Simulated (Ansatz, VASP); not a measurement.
One calculation of TiSi2, two programs

```xyz
6
Lattice="1.7475 -6.6917 0.0000 1.7475 6.6917 0.0000 0.0000 0.0000 3.5652" Properties=species:S:1:pos:R:3 pbc="T T T"
Ti    1.7475    5.3116    0.8913
Ti    1.7475   -5.3116    2.6739
Si    1.7475   -3.3501    0.8913
Si    1.7475    3.3501    2.6739
Si    1.7475    0.7796    0.8913
Si    1.7475   -0.7796    2.6739
```

Alike in both runs: task single point; functional PBEsol; k mesh 7 × 7 × 6; occupations fermi-dirac, width 0.05 eV; no spin polarisation.

```csv
,VASP,Ansatz
version,VASP 6.6.1,Ansatz 0.2.0
potentials or method,"VASP PAW PBE potentials, release 64 (Ti_sv, Si)",Ansatz PAW
plane-wave cutoff (eV),520,420
valence electrons in the cell,40,40
```

|  | VASP | Ansatz | Ansatz less VASP |
| --- | --- | --- | --- |
| gap on the k mesh at the Fermi level (eV) | none | none | - |
| pressure (GPa) | 0.6 | 0.5 | -0.10 |
| traceless stress, the component that is largest in VASP (GPa) | -0.70 | -0.74 | -0.032 |
| rms of the force components (eV/Å) | 0.098 | 0.099 | +0.0001 |

VASP's potentials were made for PBE, not for PBEsol. Atom by atom the forces differ by 0.000 eV/Å (rms over components). A gap of «none» marks a metal or a gap that the smearing closes. The functional is the same, so the differences come from potentials, cutoffs and numerics.
